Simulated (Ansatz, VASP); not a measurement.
SiGe2S: VASP beside Ansatz

```
CELL_PARAMETERS angstrom
3.65925 0.00000 0.00000
-1.82963 3.16900 0.00000
0.00000 0.00000 6.47707
ATOMIC_POSITIONS crystal
Si 0.00000 0.00000 0.00000
Ge 0.66667 0.33333 0.76958
Ge 0.66667 0.33333 0.23042
S 0.33333 0.66667 0.50000
```

Change from the starting cell: species swapped into the Cr2SbAs type (P-6m2, No. 187).

Alike in both runs: functional PBE; k mesh 12 × 12 × 8; occupations gaussian, width 0.1 eV; no spin polarisation.

Ansatz relaxed the structure, and its values are those at the end. VASP's run is a single point on that final structure, the one shown.

```csv
,VASP,Ansatz
version,VASP 6.6.1,Ansatz 0.2.0
potentials or method,"VASP PAW PBE potentials, release 64 (Si, Ge_d, S), cutoff 520 eV","scalar-relativistic, plane waves, PAW"
valence electrons in the cell,38,38
```

|  | VASP | Ansatz | Ansatz less VASP |
| --- | --- | --- | --- |
| gap on the k mesh at the Fermi level (eV) | none | none | - |
| pressure (GPa) | 0.0 | 0.0 | +0.02 |

A gap of «none» marks a metal or a gap that the smearing closes. The functional is the same, so the differences come from potentials, cutoffs and numerics.
